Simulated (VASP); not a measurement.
## B: single point with PBE

B:

```
B
1.0
     0.00000    1.39379    1.39379
     1.39379    0.00000    1.39379
     1.39379    1.39379    0.00000
B
1
Cartesian
  0.0000 0.0000 0.0000
```

This cell differs from its parent crystal: volume scaled by 0.92.

* Program: VASP 6.6.1
* Task: single point
* Functional: PBE
* Potentials or basis: VASP PAW PBE potentials, release 64 (B)
* Cutoff: 520 eV
* k mesh: 21 × 21 × 21
* Occupations: fermi-dirac, width 0.1 eV
* Spin: no spin polarisation

```yaml
Pressure: 26.7 GPa
```

Levels at points of the mesh, in eV from the Fermi level:
| k point | band 1 | band 2 | band 3 | band 4 | band 5 |
| --- | --- | --- | --- | --- | --- |
| (0.00, 0.00, 0.00) | -20.25 | 17.21 | 17.21 | 17.21 | 34.03 |

Wall time 4.1 s on 1 thread of Intel(R) Xeon(R) Platinum 8488C (Sapphire Rapids), on a shared host, peak memory 0.11 GiB.
